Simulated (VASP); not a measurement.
Set up this calculation in VASP 6.6.1, as the native input.

```yaml
Task: single point
Functional: PBE
Potentials_or_basis: VASP PAW PBE potentials, release 64 (Li_sv, F)
Cutoff: 520 eV
k_mesh: 10 × 10 × 10
Occupations: fermi-dirac, width 0.02 eV
Spin: no spin polarisation
Dipole_correction: no
Further_INCAR_settings: ALGO = Normal; EDIFF = 1e-06; NBANDS = 12
```

The structure of LiF lies in POSCAR:

```
LiF
1.0
    0.0769200317      2.2215305816      2.2215305816
    2.2215305816      0.0769200317      2.2215305816
    2.2215305816      2.2215305816      0.0769200317
Li F
1 1
Direct
    0.0025563095      0.0025563095      0.0025563095
    0.2474436905      0.2474436905      0.2474436905
```

This cell differs from its parent crystal: strain along [111] +5.4%.

One way to write it, as run:

INCAR

```
PREC = Accurate ; ENCUT = 520
EDIFF = 1E-6 ; ISMEAR = -1
SIGMA = 0.02 ; LREAL = False
LASPH = True ; NELM = 60
ALGO = Normal ; ISIF = 2
LWAVE = False ; LCHARG = False
GGA = PE ; NBANDS = 12
```

KPOINTS

```
regular mesh
0
Gamma
  10 10 10
```

Potentials or basis: VASP PAW PBE potentials, release 64 (Li_sv, F).

The run is started by

```console
$ cat potpaw_PBE.64/Li_sv/POTCAR potpaw_PBE.64/F/POTCAR > POTCAR
$ mpirun -np 1 vasp_std > vasp.out
```

It gave:

```yaml
Largest_force: 0.009 eV/Å
Band_gap_on_the_k_mesh: 7.56 eV, direct
```

Caveat: the cell differs from its parent crystal (strain along [111] +5.4%).

Run time: 9.6 s on 1 thread of Intel(R) Xeon(R) 6975P-C (Granite Rapids) (shared host), peak memory 0.14 GiB.
